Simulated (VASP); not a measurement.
Si: single point with PBE

The system is Si.

```
Si
1.0
    -3.84742    3.84742    1.93042
     3.84742   -3.84742    1.93042
     3.84742    3.84742   -1.93042
Si
4
Direct
  0.17861 0.17861 0.35722
  0.82139 0.82139 0.64278
  0.17861 0.82139 0.00000
  0.82139 0.17861 0.00000
```

```yaml
Program: VASP 6.6.1
Task: single point
Functional: PBE
Potentials_or_basis: VASP PAW PBE potentials, release 64 (Si)
Cutoff: 520 eV
k_mesh: 10 × 10 × 10
Occupations: gaussian, width 0.05 eV
Spin: no spin polarisation
```

- Pressure: -11.0 GPa
- Largest force: 0.354 eV/Å
- Band gap on the k mesh: zero (bands 8 and 9 overlap by 0.11 eV)

Forces on the atoms (eV/Å):
```
Si  -0.251 -0.251  0.000
Si   0.251  0.251  0.000
Si   0.251 -0.251  0.000
Si  -0.251  0.251  0.000
```

Stress tensor (GPa, compression positive):
```
-14.83   0.00   0.00
  0.00 -14.83   0.00
  0.00   0.00  -3.48
```

Levels at points of the mesh, in eV from the Fermi level:
| k point | band 6 | band 7 | band 8 | band 9 | band 10 | band 11 |
| --- | --- | --- | --- | --- | --- | --- |
| (0.00, 0.00, 0.00) | -0.57 | -0.57 | -0.11 | 0.48 | 0.48 | 2.68 |
| (0.50, 0.00, 0.00) | -2.54 | -1.41 | -1.38 | 1.02 | 1.25 | 2.81 |
| (0.50, 0.50, 0.00) | -1.74 | -0.77 | -0.60 | 1.60 | 1.84 | 2.80 |
| (0.50, 0.50, 0.50) | -0.22 | -0.22 | -0.14 | 0.11 | 1.76 | 1.93 |

Wall time 110 s on 1 thread of Intel(R) Xeon(R) 6975P-C (Granite Rapids), on a shared host, peak memory 0.38 GiB.

Caveat: the cell stands under tension; semilocal functionals underestimate gaps, so a narrow gap can read as zero.
